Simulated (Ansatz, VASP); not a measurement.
One calculation of CdSe, two programs

INCAR

```
  ALGO = Normal
  EDIFF = 1E-7
  ENCUT = 520
  GGA = PE
  ISIF = 2
  ISMEAR = 0
  LASPH = T
  LCHARG = F
  LREAL = F
  LWAVE = F
  NBANDS = 16
  NELM = 80
  PREC = Accurate
  SIGMA = 0.02
```

File KPOINTS:

```
k-points
0
Gamma
  10 10 10
```

The input POSCAR:

```
CdSe
1.0
    0.0000000000      3.0671154166      3.0671154166
    3.0671154166      0.0000000000      3.0671154166
    3.0671154166      3.0671154166      0.0000000000
Cd Se
1 1
Direct
    0.0000000000      0.0000000000      0.0000000000
    0.7500000000      0.7500000000      0.7500000000
```

Input for Ansatz:

```yaml
crystal:
  lattice:
    - [0.0, 3.0671154042, 3.0671154042]
    - [3.0671154042, 0.0, 3.0671154042]
    - [3.0671154042, 3.0671154042, 0.0]
  atoms:
    - { symbol: Cd, position: [0.0, 0.0, 0.0] }
    - { symbol: Se, position: [0.75, 0.75, 0.75] }
basis:
  ecutwfc: 420
kpoints:
  mp_grid: { grid: [10, 10, 10] }
hamiltonian:
  xc: pbe
scf:
  occupations: { method: gaussian, width: 0.02 }
output:
  forces: true
  stress: true
  eigenvalues: true
```

Alike in both runs: task single point; functional PBE; k mesh 10 × 10 × 10; occupations gaussian, width 0.02 eV; no spin polarisation.

|  | VASP | Ansatz |
| --- | --- | --- |
| version | VASP 6.6.1 | Ansatz 0.2.0 |
| potentials or method | VASP PAW PBE potentials, release 64 (Cd, Se), cutoff 520 eV | scalar-relativistic, plane waves, PAW |
| valence electrons in the cell | 18 | 36 |

```csv
,VASP,Ansatz,Ansatz less VASP
gap on the k mesh at the Fermi level (eV),0.56,0.56,0.000
least direct gap on the mesh (eV),0.56,0.56,0.000
pressure (GPa),1.7,1.4,-0.28
```

With one functional, cell and mesh, what is left measures potentials, basis and numerics. VASP's potentials hold 18 valence electrons a cell and Ansatz's 36, so a difference there can come from the potentials and not from the codes.
